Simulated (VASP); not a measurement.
TiO2:

```
Ti O
1.0
     4.53767    0.00000    0.00000
     0.00000    4.53767    0.00000
     0.00000    0.00000    2.91922
Ti O
2 4
Cartesian
  0.0000 0.0000 1.4596
  2.2688 2.2688 0.0000
  1.3809 1.3809 1.4596
  0.8879 3.6497 0.0000
  3.6497 0.8879 0.0000
  3.1568 3.1568 1.4596
```

This cell differs from its parent crystal: volume scaled by 0.96.

Base run:

* Program: VASP 6.6.1
* Functional: PBEsol
* Potentials or basis: VASP PAW PBE potentials, release 64 (Ti_sv, O)
* Cutoff: 520 eV
* k mesh: 6 × 6 × 9
* Occupations: fermi-dirac, width 0.05 eV
* Spin: no spin polarisation

Its results: band gap on the k mesh 1.90 eV, direct; pressure 8.4 GPa; largest force 0.155 eV/Å.

Q: The run is repeated on the same cell with these changes: functional from PBEsol to PBE; further incar settings from ALGO = Normal; EDIFF = 1e-06; NBANDS = 33 to ALGO = Normal; EDIFF = 1e-07; NBANDS = 33. What comes out?

A: Band gap on the k mesh 1.94 eV, direct; pressure 15.9 GPa; largest force 0.224 eV/Å.

Caveats: the PAW data sets were made with another functional, which shifts forces and pressure a little (some runs).

A k mesh can miss the band edges.
